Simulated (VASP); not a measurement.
A run of VASP 6.6.1 is set up as follows.

File INCAR:

```
SYSTEM = GaN
PREC = Accurate
ENCUT = 520
EDIFF = 1E-8
ISMEAR = 0
SIGMA = 0.01
LREAL = .FALSE.
LASPH = .TRUE.
NELM = 60
ALGO = Normal
ISIF = 2
LWAVE = .FALSE.
LCHARG = .TRUE.
GGA = CA
NBANDS = 16
IBRION = 8
NSW = 1
LEPSILON = .TRUE.
```

Contents of KPOINTS:

```
Automatic mesh
0
G
  10 10 10
  0 0 0
```

POSCAR

```
GaN
1.0
    0.0000000000      2.1976864937      2.1976864937
    2.1976864937      0.0000000000      2.1976864937
    2.1976864937      2.1976864937      0.0000000000
Ga N
1 1
Direct
    0.0000000000      0.0000000000      0.0000000000
    0.7500000000      0.7500000000      0.7500000000
```

Potentials or basis: VASP PAW LDA potentials, release 64 (Ga_d, N).

Run with:

```console
$ cat potpaw_LDA.64/Ga_d/POTCAR potpaw_LDA.64/N/POTCAR > POTCAR
$ mpirun -np 1 vasp_std > vasp.out
```

Problem. Predict the electronic dielectric tensor (diagonal).

Solution. 5.54.

Problem. Predict the Born charges (mean of the diagonal).

Solution. Ga +2.61; N -2.61 e.

Problem. What does it give for the highest phonon frequency at Γ, LO-TO splitting left out?

Solution. 592 cm⁻¹.

Phonon frequencies in cm⁻¹ (negative: imaginary):
| q point | frequencies |
| --- | --- |
| (0.000, 0.000, 0.000) | 0 0 0 592 592 592 |

Caveat: the cell wasn't relaxed at this level first, which shifts response properties.
